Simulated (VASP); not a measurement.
**BaTiO3: single point with PBEsol**

BaTiO3:

```xyz
5
Lattice="3.9242 0.0000 0.0000 0.0000 3.9242 0.0000 0.0000 0.0000 3.9242" Properties=species:S:1:pos:R:3 pbc="T T T"
Ba    1.9621    1.9621    1.9621
Ti    0.0000    0.0000    0.0000
O     0.0000    0.0000    1.9621
O     0.0000    1.9621    0.0000
O     1.9621    0.0000    0.0000
```

```
Program                : VASP 6.6.1
Task                   : single point
Functional             : PBEsol
Potentials or basis    : VASP PAW PBE potentials, release 64 (Ba_sv, Ti_sv, O)
Cutoff                 : 520 eV
k mesh                 : 7 × 7 × 7
Occupations            : fermi-dirac, width 0.05 eV
Spin                   : no spin polarisation
Dipole correction      : no
Further INCAR settings : ALGO = Normal; EDIFF = 1e-07; NBANDS = 28
```

```yaml
Pressure: 9.0 GPa
Band_gap_on_the_k_mesh: 1.88 eV, indirect (least direct gap 1.89 eV)
```

Levels at points of the mesh, in eV from the valence-band top:
| k point | band 16 | band 17 | band 18 | band 19 | band 20 | band 21 | band 22 | band 23 | band 24 | band 25 |
| --- | --- | --- | --- | --- | --- | --- | --- | --- | --- | --- |
| (0.00, 0.00, 0.00) | -1.14 | -1.14 | -0.01 | -0.01 | -0.01 | 1.88 | 1.88 | 1.88 | 4.41 | 4.41 |

Wall time 20 s on 1 thread of Intel(R) Xeon(R) 6975P-C (Granite Rapids), with other jobs on the host, peak memory 0.19 GiB.

Caveat: the PAW data sets were made with another functional, which shifts forces and pressure a little; spin-orbit coupling is left out, which moves the levels of the heavy elements. A k mesh can miss the band edges.
